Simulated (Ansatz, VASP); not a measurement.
**SrTiO3: VASP beside Ansatz**

File INCAR:

```
  PREC = Accurate
  ENCUT = 520
  EDIFF = 1E-7
  ISMEAR = 0
  SIGMA = 0.05
  LREAL = F
  LASPH = T
  NELM = 80
  ALGO = Normal
  ISIF = 2
  LWAVE = F
  LCHARG = T
  GGA = PS
  LELF = T
  LVHAR = T
  NBANDS = 28
```

File KPOINTS:

```
Automatic mesh
0
Gamma
  8 8 8
```

POSCAR

```
SrTiO3
1.0
    3.8913815400      0.0000000000      0.0000000000
    0.0000000000      3.8913815400      0.0000000000
    0.0000000000      0.0000000000      3.8913815400
Sr Ti O
1 1 3
Direct
    0.0151860421      0.0000000000      0.0000000000
    0.4852588869      0.5000000000      0.5000000000
   -0.0111591002      0.5000000000      0.5000000000
    0.4860474497      0.0000000000      0.5000000000
    0.4860474497      0.5000000000      0.0000000000
```

Input for Ansatz:

```yaml
crystal:
  lattice:
    - [3.89138154, 0.0, 0.0]
    - [0.0, 3.89138154, 0.0]
    - [0.0, 0.0, 3.89138154]
  atoms:
    - { symbol: Sr, position: [0.0151860421, 0.0, 0.0] }
    - { symbol: Ti, position: [0.4852588869, 0.5, 0.5] }
    - { symbol: O, position: [-0.0111591002, 0.5, 0.5] }
    - { symbol: O, position: [0.4860474497, 0.0, 0.5] }
    - { symbol: O, position: [0.4860474497, 0.5, 0.0] }
basis:
  ecutwfc: 520.0
kpoints:
  mp_grid: { grid: [8, 8, 8] }
hamiltonian:
  xc: pbesol
  pseudopotentials: { kind: paw, azcp: { folder: soft_1 } }
scf:
  occupations: { method: gaussian, width: 0.05 }
output:
  forces: true
  stress: true
  eigenvalues: true
```

Change from the starting cell: mode 1 frozen in at -0.031 Å and mode 7 at -0.075 Å (largest displacements).

Alike in both runs: task single point; functional PBEsol; k mesh 8 × 8 × 8; occupations gaussian, width 0.05 eV; no spin polarisation.

|  | VASP | Ansatz |
| --- | --- | --- |
| version | VASP 6.6.1 | Ansatz 0.2.0 |
| potentials or method | VASP PAW PBE potentials, release 64 (Sr_sv, Ti_sv, O), cutoff 520 eV | scalar-relativistic, plane waves, PAW |
| valence electrons in the cell | 40 | 40 |

Ansatz gave:

| Quantity | Value |
| --- | --- |
| gap on the k mesh at the Fermi level (eV) | 1.85 |
| least direct gap on the mesh (eV) | 2.18 |
| pressure (GPa) | 0.3 |
| rms of the force components (eV/Å) | 0.136 |

Task: Estimate VASP's values.

Result: gap on the k mesh at the Fermi level (eV): 1.81; least direct gap on the mesh (eV): 2.17; pressure (GPa): 1.0; rms of the force components (eV/Å): 0.142.

VASP's potentials were made for PBE, not for PBEsol, and Ansatz warns of the same on its side. Atom by atom the forces differ by 0.007 eV/Å (rms over components). With one functional, cell and mesh, what is left measures potentials, basis and numerics.
